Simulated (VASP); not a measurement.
# MoS2 (C2/c) in VASP: single point with PBEsol

Aim: the single point of MoS2 with PBEsol.

All numbers are computed with VASP 6.6.1; they aren't measurements. Logs are shortened: lines on timing, memory, paths and dates and some standing lists are left out, and cuts for length are marked.

### Step 1. The cell of the first run

The structure is monoclinic, space group C2/c (No. 15). Conventional cell: a = 3.141 Å, b = 5.441 Å, c = 12.675 Å, α = 90.00°, β = 96.84°, γ = 90.00°. Mo (site symmetry 2) has 6 S at 2.39 Å and 6 Mo at 3.14 Å within 3.2 Å. Within 3.2 Å of S (site symmetry 1) lie 3 Mo at 2.39 Å and 7 S at 3.11 to 3.14 Å.

### Step 2. Single point, PBEsol

Contents of INCAR:

```
SYSTEM = MoS2
PREC     = Accurate       ! precision mode
ENCUT    = 520            ! plane-wave cutoff, eV
EDIFF    = 1E-6           ! SCF threshold, eV
ISMEAR   = 0              ! smearing method
SIGMA    = 0.02           ! smearing width, eV
LREAL    = .False.        ! projectors in reciprocal space
LASPH    = .True.         ! aspherical terms in the spheres
NELM     = 80             ! most SCF steps
ALGO     = Normal         ! electronic algorithm
ISIF     = 2              ! what is computed and relaxed
LWAVE    = .False.        ! write WAVECAR
LCHARG   = .True.         ! write CHGCAR
GGA      = PS             ! functional
LELF     = .True.         ! ELF
LVHAR    = .True.       
NBANDS   = 35             ! bands
```

Contents of KPOINTS:

```
regular mesh
0
Gamma
  12 12 2
  0 0 0
```

Contents of POSCAR:

```
MoS2
1.0
    3.1413882571      0.0000000000      0.0000000000
   -1.5706941286      2.7205220338      0.0000000000
    1.5102106416      0.0000000000     12.5850886796
Mo S
2 4
Direct
    0.7003165620      0.4006331239      0.2500000000
    0.2996834380      0.5993668761      0.7500000000
    0.6918750608      0.2658349988      0.6262442689
    0.3081249392      0.7341650012      0.3737557311
    0.5739599379      0.2658349988      0.8737557311
    0.4260400621      0.7341650012      0.1262442689
```

Potentials or basis: VASP PAW PBE potentials, release 64 (Mo_sv, S).

On the command line:

```bash
> cat potpaw_PBE.64/Mo_sv/POTCAR potpaw_PBE.64/S/POTCAR > POTCAR
> mpirun -np 1 vasp_std > vasp.out
```

OUTCAR:

```text
SYSTEM = MoS2
   PREC = Accurate
   ENCUT = 520
   EDIFF = 1E-6
   ISMEAR = 0
   LREAL = .False.
   LASPH = .True.
   NELM = 80
   ISIF = 2
   GGA = PS

 ion  position               nearest neighbor table
   1  0.700  0.401  0.250-   6 2.39   4 2.39   6 2.39   4 2.39   4 2.39   6 2.39
   2  0.300  0.599  0.750-   5 2.39   3 2.39   5 2.39   3 2.39   3 2.39   5 2.39
   3  0.692  0.266  0.626-   2 2.39   2 2.39   2 2.39
   4  0.308  0.734  0.374-   1 2.39   1 2.39   1 2.39
   5  0.574  0.266  0.874-   2 2.39   2 2.39   2 2.39
   6  0.426  0.734  0.126-   1 2.39   1 2.39   1 2.39

  LATTYP: Found a base centered monoclinic cell.
 ALAT       =     3.1413882571
 B/A-ratio  =     1.7320508076
 C/A-ratio  =     4.0349604706
 COS(beta)  =    -0.1191452206

  Lattice vectors:

 A1 = (  -1.5706941286,   2.7205220338,   0.0000000000)
 A2 = (  -1.5706941285,  -2.7205220338,   0.0000000000)
 A3 = (   1.5102106416,   0.0000000000,  12.5850886796)

Analysis of symmetry for initial positions (statically):
=====================================================================
 Subroutine PRICEL returns:
 Original cell was already a primitive cell.

 Routine SETGRP: Setting up the symmetry group for a
 base centered monoclinic supercell.

 Subroutine GETGRP returns: Found  4 space group operations
 (whereof  2 operations were pure point group operations)
 out of a pool of  4 trial point group operations.

The static configuration has the point symmetry S_2 .
 The point group associated with its full space group is C_2h.

Analysis of symmetry for dynamics (positions and initial velocities):
=====================================================================
 Subroutine PRICEL returns:
 Original cell was already a primitive cell.

 Routine SETGRP: Setting up the symmetry group for a
 base centered monoclinic supercell.

 Subroutine GETGRP returns: Found  4 space group operations
 (whereof  2 operations were pure point group operations)
 out of a pool of  4 trial point group operations.

The dynamic configuration has the point symmetry S_2 .
 The point group associated with its full space group is C_2h.

 Subroutine INISYM returns: Found  4 space group operations
 (whereof  2 operations are pure point group operations),
 and found     1 'primitive' translations

----------------------------------------------------------------------------------------

                                     Primitive cell

  volume of cell :     107.5549

  direct lattice vectors                    reciprocal lattice vectors
     3.141388257  0.000000000  0.000000000     0.318330597  0.183788256 -0.038199672
    -1.570694129  2.720522034  0.000000000     0.000000000  0.367576512  0.000000000
     1.510210642  0.000000000 12.585088680     0.000000000  0.000000000  0.079459114

  length of vectors
     3.141388257  3.141388257 12.675377440     0.369556095  0.367576512  0.079459114

  position of ions in fractional coordinates (direct lattice)
     0.700316562  0.400633124  0.250000000
     0.299683438  0.599366876  0.750000000
     0.691875061  0.265834999  0.626244269
     0.308124939  0.734165001  0.373755731
     0.573959938  0.265834999  0.873755731
     0.426040062  0.734165001  0.126244269

  ion indices of the primitive-cell ions
   primitive index   ion index
                 1           1
                 2           2
                 3           3
                 4           4
                 5           5
                 6           6

----------------------------------------------------------------------------------------

 KPOINTS: regular mesh

Automatic generation of k-mesh.
 Grid dimensions read from file:
 generate k-points for:   12   12    2

 Generating k-lattice:

  Cartesian coordinates                     Fractional coordinates (reciprocal lattice)
     0.026527550  0.015315688 -0.003183306     0.083333333  0.000000000  0.000000000
     0.000000000  0.030631376  0.000000000     0.000000000  0.083333333  0.000000000
     0.000000000  0.000000000  0.039729557     0.000000000  0.000000000  0.500000000

  Length of vectors
     0.030796341  0.030631376  0.039729557

  Shift w.r.t. Gamma in fractional coordinates (k-lattice)
     0.000000000  0.000000000  0.000000000

 Subroutine IBZKPT returns following result:
 ===========================================

 Found     86 irreducible k-points:

 Following reciprocal coordinates:
            Coordinates               Weight
  0.000000  0.000000  0.000000      1.000000
  0.083333  0.000000  0.000000      4.000000
  0.166667  0.000000  0.000000      4.000000
  0.250000  0.000000 -0.000000      4.000000
  0.333333  0.000000  0.000000      4.000000
  0.416667  0.000000  0.000000      4.000000
[... 16 lines left out ...]
  0.333333  0.166667  0.000000      4.000000
  0.416667  0.166667  0.000000      4.000000
 [... further k-points ...]
   k-points           NKPTS =     86   k-points in BZ     NKDIM =     86   number of bands    NBANDS=     35
   number of dos      NEDOS =    301   number of ions     NIONS =      6
   total plane-waves  NPLWV =  55296
   dimension x,y,z NGX =    24 NGY =   24 NGZ =   96
   dimension x,y,z NGXF=    48 NGYF=   48 NGZF=  192
   ions per type =               2   4
   NGX,Y,Z   is equivalent  to a cutoff of  12.70, 12.70, 12.59 a.u.
   NGXF,Y,Z  is equivalent  to a cutoff of  25.40, 25.40, 25.18 a.u.
 SYSTEM =  MoS2
   PREC   = accura    normal or accurate (medium, high low for compatibility)
   ISTART =      0    job   : 0-new  1-cont  2-samecut
   ICHARG =      2    charge: 1-file 2-atom 10-const
   ISPIN  =      1    spin polarized calculation?
   LNONCOLLINEAR =      F non collinear calculations
   LSORBIT =      F    spin-orbit coupling
   LASPH  =      T    aspherical Exc in radial PAW
   ENCUT  =  520.0 eV  38.22 Ry    6.18 a.u.   5.84  5.84 23.57*2*pi/ulx,y,z
   NELM   =     80;   NELMIN=  2; NELMDL= -5     # of ELM steps
   EDIFF  = 0.1E-05   stopping-criterion for ELM
   LREAL  =      F    real-space projection
   EDIFFG = 0.1E-04   stopping-criterion for IOM
   NSW    =      0    number of steps for IOM
   IBRION =     -1    ionic relax: 0-MD 1-quasi-New 2-CG
   NFREE  =      0    steps in history (QN), initial steepest desc. (CG)
   ISIF   =      2    stress and relaxation
   ISYM   =      2    0-nonsym 1-usesym 2-fastsym
   POTIM  = 0.5000    time-step for ionic-motion
   TEBEG  =    0.0;   TEEND  =   0.0 temperature during run
   PSTRESS=    0.0 pullay stress
   NELECT =      52.0000    total number of electrons
   NUPDOWN=      -1.0000    fix difference up-down
   EMIN   =  10.00;   EMAX   =-10.00  energy-range for DOS
   EFERMI =   0.00;   METHOD = LEGACY
   ISMEAR =     0;   SIGMA  =   0.02  broadening in eV -4-tet -1-fermi 0-gaus
   EFERMI_NEDOS =   21; number of points for ismear=-14 and -15
   IALGO  =     38    algorithm
   IMIX   =      4    mixing-type and parameters
     AMIX     =   0.40;   BMIX     =  1.00
     AMIX_MAG =   1.60;   BMIX_MAG =  1.00
  volume/ion in A,a.u.               =      17.93       120.97
  Fermi-wavevector in a.u.,A,eV,Ry     =   1.284890  2.428090 22.462429  1.650942
  Thomas-Fermi vector in A             =   2.417057
   LORBIT       =      0    0 simple, 1 ext, 2 COOP (PROOUT), +10 PAW based schemes
   GGA     = PS    functional components
   LHFCALC =     F    Hartree Fock is set to
   AEXX    =    0.0000 exact exchange contribution
   IVDW    =     0    specifies the selected vdW correction
   LEPSILON=     F    determine dielectric tensor
   LRPA    =     F    only Hartree local field effects (RPA)
 non-spin polarized calculation
 Gauss-broadening in eV      SIGMA  =   0.02
  energy-cutoff  :      520.00
  volume of cell :      107.55
 maximum number of plane-waves:      2914
   NGX = 11   NGY = 11   NGZ = 47

 number of electron      52.0000001 magnetization

 Free energy of the ion-electron system (eV)
  ---------------------------------------------------
  ext. energy  EPLUGINS =         0.00000000
  ---------------------------------------------------
  free energy    TOTEN  =       -46.87391761 eV

  energy without entropy =      -46.87391761  energy(sigma->0) =      -46.87391761

 E-fermi :   7.5094     XC(G=0): -10.9136

 val. band max:        7.2859549517   @ k =   0.0000   0.0000   0.0000
 cond. band min:       8.2930282822   @ k =   0.1667   0.1667   0.0000
 fundamental gap:      1.0070733305
 Fermi energy:         7.5093698083

 k-point     1 :       0.0000    0.0000    0.0000
  band No.  band energies     occupation
      1     -54.0207      2.00000
      2     -54.0207      2.00000
      3     -28.2344      2.00000
      4     -28.2343      2.00000
      5     -27.9697      2.00000
      6     -27.9697      2.00000
[... 27 lines left out ...]
     34       9.9114      0.00000
     35      12.9635      0.00000

 k-point     2 :       0.0833    0.0000    0.0000
  band No.  band energies     occupation
      1     -54.0177      2.00000
      2     -54.0177      2.00000
      3     -28.2285      2.00000
      4     -28.2284      2.00000
      5     -27.9995      2.00000
      6     -27.9995      2.00000
[... 27 lines left out ...]
     34       9.8191      0.00000
     35      13.4629      0.00000

 k-point     3 :       0.1667    0.0000    0.0000
  band No.  band energies     occupation
      1     -54.0094      2.00000
      2     -54.0094      2.00000
      3     -28.2124      2.00000
      4     -28.2123      2.00000
      5     -28.0804      2.00000
      6     -28.0804      2.00000
[... 27 lines left out ...]
     34      10.2328      0.00000
     35      14.4358      0.00000
[... 723 lines left out ...]
 k-point    23 :       0.3333    0.1667    0.0000
  band No.  band energies     occupation
      1     -53.9753      2.00000
      2     -53.9753      2.00000
      3     -28.3478      2.00000
      4     -28.3478      2.00000
      5     -28.1459      2.00000
      6     -28.1459      2.00000
[... 27 lines left out ...]
     34      11.4945      0.00000
     35      13.6096      0.00000

 k-point    24 :       0.4167    0.1667    0.0000
  band No.  band energies     occupation
      1     -53.9727      2.00000
      2     -53.9727      2.00000
      3     -28.3665      2.00000
      4     -28.3665      2.00000
      5     -28.1408      2.00000
      6     -28.1408      2.00000
[... 27 lines left out ...]
     34      11.4678      0.00000
     35      13.1050      0.00000

 [... further k-points ...]

------------------------ aborting loop because EDIFF is reached ----------------------------------------

  FORCE on cell =-STRESS in cart. coord.  units (eV):
  Direction    XX          YY          ZZ          XY          YZ          ZX
  --------------------------------------------------------------------------------------
  -------------------------------------------------------------------------------------
  Total        0.0846718      0.2153314      0.4200649     -0.0000000      0.0000000     -0.2579282
  in kB        1.2613031      3.2076559      6.2574424     -0.0000000      0.0000000     -3.8421943
  external PRESSURE =       3.5754671 kB  Pullay stress =       0.0000000 kB

 VOLUME and BASIS-vectors are now :
 -----------------------------------------------------------------------------
  energy-cutoff  :      520.00
  volume of cell :      107.55
      direct lattice vectors                 reciprocal lattice vectors
     3.141388257  0.000000000  0.000000000     0.318330597  0.183788256 -0.038199672
    -1.570694129  2.720522034  0.000000000     0.000000000  0.367576512  0.000000000
     1.510210642  0.000000000 12.585088680     0.000000000  0.000000000  0.079459114

 POSITION                                       TOTAL-FORCE (eV/Angst)
 -----------------------------------------------------------------------------------
      1.94825      1.08993      3.14627        -0.000000      0.003306     -0.000000
      1.13266      1.63059      9.43882         0.000000     -0.003306     -0.000000
      2.70166      0.72321      7.88134         0.001676      0.002638      0.006992
      0.37924      1.99731      4.70375        -0.001676     -0.002638     -0.006992
      2.70504      0.72321     10.99629        -0.001676      0.002638     -0.006992
      0.37586      1.99731      1.58880         0.001676     -0.002638      0.006992
 -----------------------------------------------------------------------------------
    total drift:                               -0.000000      0.000000     -0.000000

  FREE ENERGIE OF THE ION-ELECTRON SYSTEM (eV)
  ---------------------------------------------------
  free  energy   TOTEN  =       -46.8739176121 eV

  energy  without entropy=      -46.8739176121  energy(sigma->0) =      -46.87391761
```

Run time: 9.1 min. Hardware: 1 thread of AMD EPYC 7R13, shared host; peak memory 0.39 GiB.

Results:

* Free energy: -46.8739 eV
* Pressure: 0.4 GPa
* Largest force: 0.008 eV/Å
* Band gap on the k mesh: 1.01 eV, indirect (least direct gap 1.76 eV)

Forces in eV/Å, atoms in the order of the input:
```
Mo   0.000  0.003  0.000
Mo   0.000 -0.003  0.000
S    0.002  0.003  0.007
S   -0.002 -0.003 -0.007
S   -0.002  0.003 -0.007
S    0.002 -0.003  0.007
```

Stress tensor (GPa, compression positive):
```
 0.13  0.00 -0.38
 0.00  0.32  0.00
-0.38  0.00  0.63
```

Caveat: the PAW data sets were made with another functional, which shifts forces and pressure a little; this functional lacks dispersion, which binds the layers, so the pressure and a relaxed spacing across them are unreliable.
